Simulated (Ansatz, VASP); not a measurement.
## Sn: VASP beside Ansatz

INCAR

```
ALGO     = Fast           # electronic algorithm
EDIFF    = 1E-6           # SCF threshold, eV
EDIFFG   = -0.01          # ionic threshold
ENCUT    = 600            # plane-wave cutoff, eV
GGA      = RP             # functional
IBRION   = 2              # ionic algorithm
ISIF     = 3              # what is computed and relaxed
ISMEAR   = -1             # smearing method
IVDW     = 12             # dispersion correction
LASPH    = T              # aspherical terms in the spheres
LCHARG   = F              # write CHGCAR
LREAL    = F              # projectors in reciprocal space
LWAVE    = F              # write WAVECAR
NELM     = 80             # most SCF steps
NSW      = 60             # ionic steps
PREC     = Accurate       # precision mode
SIGMA    = 0.05           # smearing width, eV
```

Contents of KPOINTS:

```
k-points
0
Gamma
  10 10 10
```

The input POSCAR:

```
Sn
1.0
   -2.0291894110      2.0291894110      1.6607599896
    2.0291894110     -2.0291894110      1.6607599896
    2.0291894110      2.0291894110     -1.6607599896
Sn
1
Direct
    0.0000000000      0.0000000000      0.0000000000
```

File input.yaml:

```yaml
crystal:
  lattice:
    - [-2.029189411, 2.029189411, 1.6607599896]
    - [2.029189411, -2.029189411, 1.6607599896]
    - [2.029189411, 2.029189411, -1.6607599896]
  atoms:
    - { symbol: Sn, position: [0.0, 0.0, 0.0] }
hamiltonian:
  xc: rpbe
  pseudopotentials: { kind: paw }
  dispersion: d3bj
kpoints:
  mp_grid: { grid: [10, 10, 10] }
scf:
  occupations: { method: fermi_dirac, width: 0.05 }
output:
  forces: true
  stress: true
  eigenvalues: true
relax:
  f_tol: 0.01
  max_steps: 40
  cell: { stress_tol: 0.05 }
```

Alike in both runs: task relaxation of cell and atoms; functional RPBE; dispersion D3(BJ); k mesh 10 × 10 × 10; occupations fermi-dirac, width 0.05 eV; no spin polarisation.

|  | VASP | Ansatz |
| --- | --- | --- |
| version | VASP 6.6.1 | Ansatz 0.2.0 |
| potentials or method | VASP PAW PBE potentials, release 64 (Sn_d) | Ansatz PAW |
| plane-wave cutoff (eV) | 600 | 420 |
| valence electrons in the cell | 14 | 14 |

```csv
,VASP,Ansatz,Ansatz less VASP
"gap on the k mesh at the Fermi level, each at its own relaxed structure (eV)",none,none,-
relaxed volume (Å³/atom),20.68,20.68,0.000
relaxed cell length with the largest relative difference (Å),3.005,3.005,+0.0001
```

VASP's potentials were made for PBE, not for RPBE. A gap of «none» marks a metal or a gap that the smearing closes.

Noted on VASP's run: the volume moved by over 15 % at a fixed basis, so the end points are rough. Noted on Ansatz's run: the volume moved by over 15 % at a fixed basis, so the end points are rough; the plane-wave basis is chosen anew once the cell has moved, so the energies of steps on either side of that aren't comparable.
